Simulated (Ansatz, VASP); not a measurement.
# One calculation of Sc2Ta, two programs

```
CELL_PARAMETERS angstrom
3.72923 0.00000 0.00000
-1.86461 3.22961 0.00000
0.00000 0.00000 3.85479
ATOMIC_POSITIONS crystal
Sc 0.33333 0.66667 0.50000
Sc 0.66667 0.33333 0.50000
Ta 0.00000 0.00000 0.00000
```

Change from the starting cell: species swapped into the CrB2 type (P6/mmm, No. 191).

Alike in both runs: task relaxation of cell and atoms; functional PBE; k mesh 6 × 6 × 4; occupations gaussian, width 0.1 eV; no spin polarisation.

|  | VASP | Ansatz |
| --- | --- | --- |
| version | VASP 6.6.1 | Ansatz 0.2.0 |
| potentials or method | VASP PAW PBE potentials, release 64 (Sc_sv, Ta_pv), cutoff 600 eV | scalar-relativistic, plane waves, PAW |
| valence electrons in the cell | 33 | 35 |

VASP gave:

```
gap on the k mesh at the Fermi level, each at its own relaxed structure (eV) : none
relaxed volume (Å³/atom)                                                     : 20.92
relaxed length of the cell vector where the two differ most in proportion (Å)              : 2.942
```

Question: Estimate Ansatz's values.

Answer: gap on the k mesh at the Fermi level, each at its own relaxed structure (eV): none; relaxed volume (Å³/atom): 20.91; relaxed length of the cell vector where the two differ most in proportion (Å): 2.940.

A gap of «none» marks a metal or a gap that the smearing closes. VASP's potentials hold 33 valence electrons a cell and Ansatz's 35, so a difference there can come from the potentials and not from the codes.

The k mesh is coarse, so the values compare programs but aren't converged. Neither program's run includes spin-orbit coupling. Noted on VASP's run: the volume moved by over 15 % at a fixed basis, so the end points are rough.
